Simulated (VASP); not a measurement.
# NbRu3C (Pm-3m) in VASP: a series of runs, part 2 of 2

VASP 6.6.1. The steps go on from the part before.

### 3 Single point, PBE

This run uses another cell than the first one, of 12.63 Å³/atom, 0.940 times its volume.

INCAR reads:

```
PREC = Accurate
ENCUT = 520
EDIFF = 1E-6
ISMEAR = -1
SIGMA = 0.05
LREAL = F
LASPH = T
NELM = 80
ALGO = Normal
ISIF = 2
LWAVE = F
LCHARG = F
GGA = PE
NBANDS = 38
```

KPOINTS reads:

```
Automatic mesh
0
Gamma
  7 7 7
```

POSCAR reads:

```
NbRu3C
1.0
    3.9821527148      0.0000000000      0.0000000000
    0.0000000000      3.9821527148      0.0000000000
    0.0000000000      0.0000000000      3.9821527148
Ru Nb C
3 1 1
Direct
    0.5000000000      0.5000000000      0.0000000000
    0.5000000000      0.0000000000      0.5000000000
    0.0000000000      0.5000000000      0.5000000000
    0.0000000000      0.0000000000      0.0000000000
    0.5000000000      0.5000000000      0.5000000000
```

Potentials or basis: VASP PAW PBE potentials, release 64 (Ru_pv, Nb_sv, C).

Run with:

```
> cat potpaw_PBE.64/Ru_pv/POTCAR potpaw_PBE.64/Nb_sv/POTCAR potpaw_PBE.64/C/POTCAR > POTCAR
> mpirun -np 1 vasp_std > vasp.out
```

OUTCAR:

```text
PREC = Accurate
   ENCUT = 520
   EDIFF = 1E-6
   ISMEAR = -1
   LREAL = F
   LASPH = T
   NELM = 80
   ISIF = 2
   GGA = PE

 ion  position               nearest neighbor table
   1  0.500  0.500  0.000-   5 1.99   5 1.99   4 2.82   2 2.82   2 2.82   3 2.82   3 2.82   2 2.82
                             4 2.82   2 2.82   3 2.82   4 2.82   3 2.82   4 2.82
   2  0.500  0.000  0.500-   5 1.99   5 1.99   4 2.82   1 2.82   1 2.82   4 2.82   1 2.82   3 2.82
                             3 2.82   1 2.82   3 2.82   4 2.82   4 2.82   3 2.82
   3  0.000  0.500  0.500-   5 1.99   5 1.99   4 2.82   1 2.82   1 2.82   4 2.82   2 2.82   4 2.82
                             4 2.82   1 2.82   2 2.82   2 2.82   1 2.82   2 2.82
   4  0.000  0.000  0.000-   1 2.82   2 2.82   3 2.82   2 2.82   3 2.82   1 2.82   3 2.82   3 2.82
                             1 2.82   2 2.82   2 2.82   1 2.82
   5  0.500  0.500  0.500-   1 1.99   2 1.99   3 1.99   1 1.99   2 1.99   3 1.99

  LATTYP: Found a simple cubic cell.
 ALAT       =     3.9821527148

  Lattice vectors:

 A1 = (   3.9821527148,   0.0000000000,   0.0000000000)
 A2 = (   0.0000000000,   3.9821527148,   0.0000000000)
 A3 = (   0.0000000000,   0.0000000000,   3.9821527148)

Analysis of symmetry for initial positions (statically):
=====================================================================
 Subroutine PRICEL returns:
 Original cell was already a primitive cell.

 Routine SETGRP: Setting up the symmetry group for a
 simple cubic supercell.

 Subroutine GETGRP returns: Found 48 space group operations
 (whereof 48 operations were pure point group operations)
 out of a pool of 48 trial point group operations.

The static configuration has the point symmetry O_h .

Analysis of symmetry for dynamics (positions and initial velocities):
=====================================================================
 Subroutine PRICEL returns:
 Original cell was already a primitive cell.

 Routine SETGRP: Setting up the symmetry group for a
 simple cubic supercell.

 Subroutine GETGRP returns: Found 48 space group operations
 (whereof 48 operations were pure point group operations)
 out of a pool of 48 trial point group operations.

The dynamic configuration has the point symmetry O_h .

 Subroutine INISYM returns: Found 48 space group operations
 (whereof 48 operations are pure point group operations),
 and found     1 'primitive' translations

----------------------------------------------------------------------------------------

                                     Primitive cell

  volume of cell :      63.1471

  direct lattice vectors                    reciprocal lattice vectors
     3.982152715  0.000000000  0.000000000     0.251120455  0.000000000  0.000000000
     0.000000000  3.982152715  0.000000000     0.000000000  0.251120455  0.000000000
     0.000000000  0.000000000  3.982152715     0.000000000  0.000000000  0.251120455

  length of vectors
     3.982152715  3.982152715  3.982152715     0.251120455  0.251120455  0.251120455

  position of ions in fractional coordinates (direct lattice)
     0.500000000  0.500000000  0.000000000
     0.500000000  0.000000000  0.500000000
     0.000000000  0.500000000  0.500000000
     0.000000000  0.000000000  0.000000000
     0.500000000  0.500000000  0.500000000

[... 35 lines left out ...]
            Coordinates               Weight
  0.000000  0.000000  0.000000      1.000000
  0.142857  0.000000  0.000000      6.000000
  0.285714  0.000000  0.000000      6.000000
  0.428571  0.000000  0.000000      6.000000
  0.142857  0.142857  0.000000     12.000000
  0.285714  0.142857  0.000000     24.000000
[... 12 lines left out ...]
  0.428571  0.428571  0.285714     24.000000
  0.428571  0.428571  0.428571      8.000000
   k-points           NKPTS =     20   k-points in BZ     NKDIM =     20   number of bands    NBANDS=     38
   number of dos      NEDOS =    301   number of ions     NIONS =      5
   total plane-waves  NPLWV =  27000
   dimension x,y,z NGX =    30 NGY =   30 NGZ =   30
   dimension x,y,z NGXF=    60 NGYF=   60 NGZF=   60
   ions per type =               3   1   1
   NGX,Y,Z   is equivalent  to a cutoff of  12.52, 12.52, 12.52 a.u.
   NGXF,Y,Z  is equivalent  to a cutoff of  25.05, 25.05, 25.05 a.u.
 SYSTEM =  unknown system
   PREC   = accura    normal or accurate (medium, high low for compatibility)
   ISTART =      0    job   : 0-new  1-cont  2-samecut
   ICHARG =      2    charge: 1-file 2-atom 10-const
   ISPIN  =      1    spin polarized calculation?
   LNONCOLLINEAR =      F non collinear calculations
   LSORBIT =      F    spin-orbit coupling
   LASPH  =      T    aspherical Exc in radial PAW
   ENCUT  =  520.0 eV  38.22 Ry    6.18 a.u.   7.40  7.40  7.40*2*pi/ulx,y,z
   NELM   =     80;   NELMIN=  2; NELMDL= -5     # of ELM steps
   EDIFF  = 0.1E-05   stopping-criterion for ELM
   LREAL  =      F    real-space projection
   EDIFFG = 0.1E-04   stopping-criterion for IOM
   NSW    =      0    number of steps for IOM
   IBRION =     -1    ionic relax: 0-MD 1-quasi-New 2-CG
   NFREE  =      0    steps in history (QN), initial steepest desc. (CG)
   ISIF   =      2    stress and relaxation
   ISYM   =      2    0-nonsym 1-usesym 2-fastsym
   POTIM  = 0.5000    time-step for ionic-motion
   TEBEG  =    0.0;   TEEND  =   0.0 temperature during run
   PSTRESS=    0.0 pullay stress
   NELECT =      59.0000    total number of electrons
   NUPDOWN=      -1.0000    fix difference up-down
   EMIN   =  10.00;   EMAX   =-10.00  energy-range for DOS
   EFERMI =   0.00;   METHOD = LEGACY
   ISMEAR =    -1;   SIGMA  =   0.05  broadening in eV -4-tet -1-fermi 0-gaus
   EFERMI_NEDOS =   21; number of points for ismear=-14 and -15
   IALGO  =     38    algorithm
   IMIX   =      4    mixing-type and parameters
     AMIX     =   0.40;   BMIX     =  1.00
     AMIX_MAG =   1.60;   BMIX_MAG =  1.00
  volume/ion in A,a.u.               =      12.63        85.23
  Fermi-wavevector in a.u.,A,eV,Ry     =   1.600446  3.024404 34.850319  2.561426
  Thomas-Fermi vector in A             =   2.697580
   LORBIT       =      0    0 simple, 1 ext, 2 COOP (PROOUT), +10 PAW based schemes
   GGA     = PE    functional components
   LHFCALC =     F    Hartree Fock is set to
   AEXX    =    0.0000 exact exchange contribution
   IVDW    =     0    specifies the selected vdW correction
   LEPSILON=     F    determine dielectric tensor
   LRPA    =     F    only Hartree local field effects (RPA)
 non-spin polarized calculation
  energy-cutoff  :      520.00
  volume of cell :       63.15
 maximum number of plane-waves:      1743
 NGX is ok and might be reduce to    30
   NGX = 15   NGY = 15   NGZ = 15

 number of electron      58.9999987 magnetization

 Free energy of the ion-electron system (eV)
  ---------------------------------------------------
  ext. energy  EPLUGINS =         0.00000000
  ---------------------------------------------------
  free energy    TOTEN  =       -47.20766834 eV

  energy without entropy =      -47.18851289  energy(sigma->0) =      -47.19809061

 E-fermi :  13.1773     XC(G=0): -13.6962

 val. band max:       13.1033019210   @ k =   0.4286   0.1429   0.1429
 cond. band min:      13.1960121873   @ k =   0.4286   0.1429   0.1429
 fundamental gap:      0.0927102663
 Fermi energy:        13.1772811089

 k-point     1 :       0.0000    0.0000    0.0000
  band No.  band energies     occupation
      1     -42.8017      2.00000
      2     -30.7362      2.00000
      3     -30.7362      2.00000
      4     -30.7362      2.00000
      5     -29.9981      2.00000
      6     -29.9981      2.00000
[... 809 lines left out ...]
     37      15.9274      0.00000
     38      18.8732      0.00000

------------------------ aborting loop because EDIFF is reached ----------------------------------------

  FORCE on cell =-STRESS in cart. coord.  units (eV):
  Direction    XX          YY          ZZ          XY          YZ          ZX
  --------------------------------------------------------------------------------------
  -------------------------------------------------------------------------------------
  Total        6.1779287      6.1779287      6.1779287      0.0000000      0.0000000     -0.0000000
  in kB      156.7471805    156.7471805    156.7471805      0.0000000      0.0000000     -0.0000000
  external PRESSURE =     156.7471805 kB  Pullay stress =       0.0000000 kB

 VOLUME and BASIS-vectors are now :
 -----------------------------------------------------------------------------
  energy-cutoff  :      520.00
  volume of cell :       63.15
      direct lattice vectors                 reciprocal lattice vectors
     3.982152715  0.000000000  0.000000000     0.251120455  0.000000000  0.000000000
     0.000000000  3.982152715  0.000000000     0.000000000  0.251120455  0.000000000
     0.000000000  0.000000000  3.982152715     0.000000000  0.000000000  0.251120455

 POSITION                                       TOTAL-FORCE (eV/Angst)
 -----------------------------------------------------------------------------------
      1.99108      1.99108      0.00000         0.000000      0.000000      0.000000
      1.99108      0.00000      1.99108         0.000000      0.000000      0.000000
      0.00000      1.99108      1.99108         0.000000      0.000000      0.000000
      0.00000      0.00000      0.00000         0.000000      0.000000      0.000000
      1.99108      1.99108      1.99108         0.000000      0.000000      0.000000
 -----------------------------------------------------------------------------------
    total drift:                                0.000000      0.000000     -0.000000

  FREE ENERGIE OF THE ION-ELECTRON SYSTEM (eV)
  ---------------------------------------------------
  free  energy   TOTEN  =       -47.2076683377 eV

  energy  without entropy=      -47.1885128899  energy(sigma->0) =      -47.19809061
```

OSZICAR:

```text
N       E                     dE             d eps       ncg     rms          rms(c)
DAV:   1     0.735407795340E+03    0.73541E+03   -0.34458E+04  1520   0.168E+03
DAV:   2    -0.147524754232E+02   -0.75016E+03   -0.73033E+03  1610   0.571E+02
DAV:   3    -0.501651231322E+02   -0.35413E+02   -0.33640E+02  2338   0.117E+02
DAV:   4    -0.518699385444E+02   -0.17048E+01   -0.16905E+01  1978   0.221E+01
DAV:   5    -0.519473804716E+02   -0.77442E-01   -0.77354E-01  2364   0.469E+00    0.363E+01
DAV:   6    -0.474510986679E+02    0.44963E+01   -0.21407E+01  1992   0.260E+01    0.883E+00
DAV:   7    -0.472329484060E+02    0.21815E+00   -0.17053E+00  1908   0.699E+00    0.690E+00
DAV:   8    -0.472405806985E+02   -0.76323E-02   -0.50522E-01  1950   0.357E+00    0.197E+00
DAV:   9    -0.472229079475E+02    0.17673E-01   -0.27867E-01  2310   0.256E+00    0.160E+00
DAV:  10    -0.472086302871E+02    0.14278E-01   -0.73098E-02  2196   0.138E+00    0.623E-01
DAV:  11    -0.472077736280E+02    0.85666E-03   -0.93177E-03  1996   0.609E-01    0.897E-02
DAV:  12    -0.472076647522E+02    0.10888E-03   -0.13518E-03  1956   0.234E-01    0.722E-02
DAV:  13    -0.472076702537E+02   -0.55015E-05   -0.72413E-05  2048   0.481E-02    0.173E-02
DAV:  14    -0.472076691278E+02    0.11259E-05   -0.97791E-06  1744   0.176E-02    0.548E-03
DAV:  15    -0.472076683377E+02    0.79008E-06   -0.14570E-06  1186   0.708E-03
   1 F= -.47207668E+02 E0= -.47198091E+02  d E =-.191554E-01
```

Wall time 39 s (1 thread of Intel Xeon 6975P-C, shared host); peak memory 0.19 GiB.

Results:

```yaml
Free_energy: -47.2077 eV
Pressure: 15.7 GPa
```

### 4 Single point, PBE

This run uses another cell than the first one, of 12.90 Å³/atom, 0.960 times its volume.

INCAR reads:

```
SYSTEM = NbRu3C
ALGO = Normal
EDIFF = 1E-6
ENCUT = 520
GGA = PE
ISIF = 2
ISMEAR = -1
LASPH = .TRUE.
LCHARG = .FALSE.
LREAL = .FALSE.
LWAVE = .FALSE.
NBANDS = 38
NELM = 60
PREC = Accurate
SIGMA = 0.05
```

KPOINTS reads:

```
k-points
0
G
  7 7 7
  0 0 0
```

Changes to POSCAR since step 3:

```diff
@@ -2,5 +2,5 @@
 1.0
-    3.9821527148      0.0000000000      0.0000000000
-    0.0000000000      3.9821527148      0.0000000000
-    0.0000000000      0.0000000000      3.9821527148
+    4.0101969678      0.0000000000      0.0000000000
+    0.0000000000      4.0101969678      0.0000000000
+    0.0000000000      0.0000000000      4.0101969678
 Ru Nb C
```

Run with:

```
> cat potpaw_PBE.64/Ru_pv/POTCAR potpaw_PBE.64/Nb_sv/POTCAR potpaw_PBE.64/C/POTCAR > POTCAR
> mpirun -np 1 vasp_std > vasp.out
```

Wall time 42 s (1 thread of Intel Xeon 6975P-C, shared host); peak memory 0.19 GiB.

It converged, with:

```yaml
Free_energy: -47.3096 eV
Pressure: 8.5 GPa
```

Levels at points of the mesh, in eV from the Fermi level:
| k point | band 27 | band 28 | band 29 | band 30 | band 31 | band 32 |
| --- | --- | --- | --- | --- | --- | --- |
| (0.00, 0.00, 0.00) | -1.45 | -1.45 | 0.66 | 0.71 | 0.71 | 0.71 |

### 5 The runs side by side

```csv
level,cell,gap on the mesh (eV),pressure (GPa)
PBEsol,"a = 4.065 Å, 5 atoms",none,-11.9
PBE,"a = 3.982 Å, 5 atoms",none,15.7
PBE,"a = 4.010 Å, 5 atoms",none,8.5
```

Alike in all rows: task single point; potentials or basis VASP PAW PBE potentials, release 64 (Ru_pv, Nb_sv, C); no spin polarisation; k mesh 7 × 7 × 7; cutoff (eV) 520; smearing fermi-dirac 0.05 eV.

Caveats: the PAW data sets were made with another functional, which shifts forces and pressure a little (some runs).

Absolute energies hang on the potentials; compare differences alone.
